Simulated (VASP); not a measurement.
# CdS (I-4m2) in VASP: notebook, part 2 of 2

VASP 6.6.1. Earlier steps stand in the parts before.

## (4) Single point, r2SCAN

This run uses another cell than the first one, of the same volume but with other edges.

File POSCAR:

```
CdS
1.0
    0.0000000000      3.0719915287      2.6111927994
    3.0719915287      0.0000000000      2.6111927994
    3.0719915287      3.0719915287      0.0000000000
Cd S
1 1
Direct
    0.0000000000      0.0000000000      0.0000000000
    0.7500000000      0.7500000000      0.7500000000
```

File INCAR.step1:

```
PREC = Accurate ; ENCUT = 520
ISMEAR = 0 ; SIGMA = 0.05
LREAL = F ; LASPH = T
NELM = 100 ; NBANDS = 16
GGA = PE ; ALGO = Normal
EDIFF = 1E-4 ; LWAVE = T
LCHARG = F
```

File INCAR.step2:

```
PREC = Accurate ; ENCUT = 520
EDIFF = 1E-6 ; ISMEAR = 0
SIGMA = 0.05 ; LREAL = F
LASPH = T ; NELM = 100
ALGO = Normal ; ISIF = 2
LWAVE = F ; LCHARG = F
METAGGA = R2SCAN ; LMIXTAU = T
NBANDS = 16 ; ISTART = 1
```

File KPOINTS:

```
Automatic mesh
0
Gamma
  10 10 10
```

Started as:

```bash
$ cat potpaw_PBE.64/Cd/POTCAR potpaw_PBE.64/S/POTCAR > POTCAR
$ cp INCAR.step1 INCAR
$ mpirun -np 1 vasp_std > vasp.out
$ cp INCAR.step2 INCAR
$ mpirun -np 1 vasp_std > vasp.out
```

Run time: 8.8 min. Hardware: 1 thread of Intel Xeon 8259CL, shared host; peak memory 0.23 GiB.

It converged, with:

| Quantity | Value |
| --- | --- |
| Free energy | -29.6423 eV |
| Pressure | 1.4 GPa |
| Band gap on the k mesh | 1.36 eV |

Stress tensor (GPa, compression positive):
```
0.87 0.00 0.00
0.00 0.87 0.00
0.00 0.00 2.55
```

Levels at points of the mesh, in eV from the valence-band top:
```tsv
k point	band 7	band 8	band 9	band 10	band 11	band 12
(0.00, 0.00, 0.00)	-0.37	-0.37	0.00	1.36	7.03	7.03
(0.50, 0.00, 0.00)	-4.62	-1.26	-0.69	3.07	6.70	7.72
(0.50, 0.50, 0.00)	-3.50	-2.53	-2.53	3.37	3.56	10.77
(0.50, 0.00, 0.50)	-4.46	-1.98	-1.68	3.89	5.12	8.98
```

Caveat: the PAW data sets were made with another functional, which shifts forces and pressure a little.

## (5) Single point, r2SCAN

This run uses another cell than the first one, of the same volume but with other edges.

File POSCAR:

```
CdS
1.0
    0.0000000000      2.7384148440      3.2860978129
    2.7384148440      0.0000000000      3.2860978129
    2.7384148440      2.7384148440      0.0000000000
Cd S
1 1
Direct
    0.0000000000      0.0000000000      0.0000000000
    0.7500000000      0.7500000000      0.7500000000
```

File INCAR.step1:

```
SYSTEM = CdS
ALGO = Normal ; EDIFF = 1E-4
ENCUT = 520 ; GGA = PE
ISMEAR = 0 ; LASPH = .True.
LCHARG = .False. ; LREAL = .False.
LWAVE = .True. ; NBANDS = 16
NELM = 80 ; PREC = Accurate
SIGMA = 0.05
```

File INCAR.step2:

```
SYSTEM = CdS
ALGO = Normal ; EDIFF = 1E-7
ENCUT = 520 ; ISIF = 2
ISMEAR = 0 ; ISTART = 1
LASPH = .True. ; LCHARG = .True.
LELF = .True. ; LMIXTAU = .True.
LREAL = .False. ; LVHAR = .True.
LWAVE = .False. ; METAGGA = R2SCAN
NBANDS = 16 ; NELM = 80
PREC = Accurate ; SIGMA = 0.05
```

File KPOINTS:

```
k-points
0
Gamma
  10 10 10
  0 0 0
```

Started as:

```bash
$ cat potpaw_PBE.64/Cd/POTCAR potpaw_PBE.64/S/POTCAR > POTCAR
$ cp INCAR.step1 INCAR
$ mpirun -np 1 vasp_std > vasp.out
$ cp INCAR.step2 INCAR
$ mpirun -np 1 vasp_std > vasp.out
```

Wall time 4.5 min (1 thread of Intel Xeon 8259CL, shared host); peak memory 0.23 GiB.

It converged, with:

```yaml
Free_energy: -29.5951 eV
Pressure: 1.2 GPa
Band_gap_on_the_k_mesh: 1.27 eV
```

Stress tensor (GPa, compression positive):
```
 2.92  0.00  0.00
 0.00  2.92  0.00
 0.00  0.00 -2.10
```

Levels at points of the mesh, in eV from the valence-band top:
| k point | band 5 | band 6 | band 7 | band 8 | band 9 | band 10 | band 11 | band 12 | band 13 | band 14 |
| --- | --- | --- | --- | --- | --- | --- | --- | --- | --- | --- |
| (0.00, 0.00, 0.00) | -7.73 | -7.68 | -0.77 | 0.00 | 0.00 | 1.27 | 7.06 | 7.06 | 7.06 | 9.79 |
| (0.50, 0.00, 0.00) | -7.66 | -7.34 | -4.60 | -1.39 | -0.53 | 2.91 | 7.00 | 7.85 | 8.13 | 11.15 |
| (0.50, 0.50, 0.00) | -7.64 | -7.53 | -4.90 | -1.56 | -1.56 | 4.27 | 5.54 | 8.37 | 11.65 | 11.65 |
| (0.50, 0.00, 0.50) | -7.63 | -7.15 | -3.75 | -2.44 | -2.13 | 3.44 | 4.08 | 9.75 | 10.03 | 11.04 |

Caveat: the stress differs along the axes, from -2 to 3 GPa; the PAW data sets were made with another functional, which shifts forces and pressure a little.

## (6) Single point, r2SCAN

This run uses another cell than the first one, of the same volume but with other edges.

File POSCAR:

```
CdS
1.0
    0.0000000000      3.1612690159      2.4657898324
    3.1612690159      0.0000000000      2.4657898324
    3.1612690159      3.1612690159      0.0000000000
Cd S
1 1
Direct
    0.0000000000      0.0000000000      0.0000000000
    0.7500000000      0.7500000000      0.7500000000
```

File INCAR.step1:

```
SYSTEM = CdS
ALGO = Normal ; EDIFF = 1E-4
ENCUT = 520 ; GGA = PE
ISMEAR = 0 ; LASPH = .TRUE.
LCHARG = .FALSE. ; LREAL = .FALSE.
LWAVE = .TRUE. ; NBANDS = 16
NELM = 60 ; PREC = Accurate
SIGMA = 0.05
```

File INCAR.step2:

```
SYSTEM = CdS
ALGO = Normal ; EDIFF = 1E-6
ENCUT = 520 ; ISIF = 2
ISMEAR = 0 ; ISTART = 1
LASPH = .TRUE. ; LCHARG = .TRUE.
LELF = .TRUE. ; LMIXTAU = .TRUE.
LREAL = .FALSE. ; LVHAR = .TRUE.
LWAVE = .FALSE. ; METAGGA = R2SCAN
NBANDS = 16 ; NELM = 60
PREC = Accurate ; SIGMA = 0.05
```

File KPOINTS:

```
k-points
0
G
  10 10 10
  0 0 0
```

Potentials or basis: VASP PAW PBE potentials, release 64 (Cd, S).

Started as:

```bash
$ cat potpaw_PBE.64/Cd/POTCAR potpaw_PBE.64/S/POTCAR > POTCAR
$ cp INCAR.step1 INCAR
$ mpirun -np 1 vasp_std > vasp.out
$ cp INCAR.step2 INCAR
$ mpirun -np 1 vasp_std > vasp.out
```

Wall time 5.1 min (1 thread of Intel Xeon 8259CL, shared host); peak memory 0.23 GiB.

It converged, with:

- Free energy: -29.6068 eV
- Pressure: 0.4 GPa
- Band gap on the k mesh: 1.26 eV

Stress tensor (GPa, compression positive):
```
-0.43  0.00  0.00
 0.00 -0.43  0.00
 0.00  0.00  1.93
```

Levels at points of the mesh, in eV from the valence-band top:
```
           k point  band 6  band 7  band 8  band 9  band 10  band 11  band 12  band 13
(0.00, 0.00, 0.00)   -7.68   -0.49   -0.49    0.00     1.26     7.22     7.22     7.25
(0.50, 0.00, 0.00)   -7.38   -4.53   -1.41   -0.63     2.82     6.42     7.76     8.98
(0.50, 0.50, 0.00)   -6.97   -3.12   -2.73   -2.73     2.99     3.36    10.90    10.90
(0.50, 0.00, 0.50)   -7.46   -4.57   -1.84   -1.42     4.03     5.42     8.62     9.84
```

Caveat: the PAW data sets were made with another functional, which shifts forces and pressure a little.

## (7) Summary

| cell | gap on the mesh (eV) | pressure (GPa) |
| --- | --- | --- |
| a = 4.000, b = 4.000, c = 4.620 Å, angles 54.7, 54.7, 70.5°, 2 atoms | 1.11 | -1.3 |
| a = 4.490, b = 4.490, c = 3.667 Å, angles 65.9, 65.9, 48.2°, 2 atoms | 0.43 | -0.9 |
| a = 4.032, b = 4.032, c = 4.344 Å, angles 57.4, 57.4, 65.2°, 2 atoms | 1.36 | 1.4 |
| a = 4.278, b = 4.278, c = 3.873 Å, angles 63.1, 63.1, 53.8°, 2 atoms | 1.27 | 1.2 |
| a = 4.009, b = 4.009, c = 4.471 Å, angles 56.1, 56.1, 67.8°, 2 atoms | 1.26 | 0.4 |

Alike in all rows: task single point; level r2SCAN; potentials or basis VASP PAW PBE potentials, release 64 (Cd, S); no spin polarisation; k mesh 10 × 10 × 10; cutoff (eV) 520; smearing gaussian 0.05 eV.

Caveats: the PAW data sets were made with another functional, which shifts forces and pressure a little; the stress differs along the axes, from -10 to 4 GPa (at least some runs); semilocal functionals underestimate gaps, and a narrow one can read as zero (at least some runs); the stress differs along the axes, from -2 to 3 GPa (at least some runs).

Absolute energies hang on the potentials; compare differences alone.
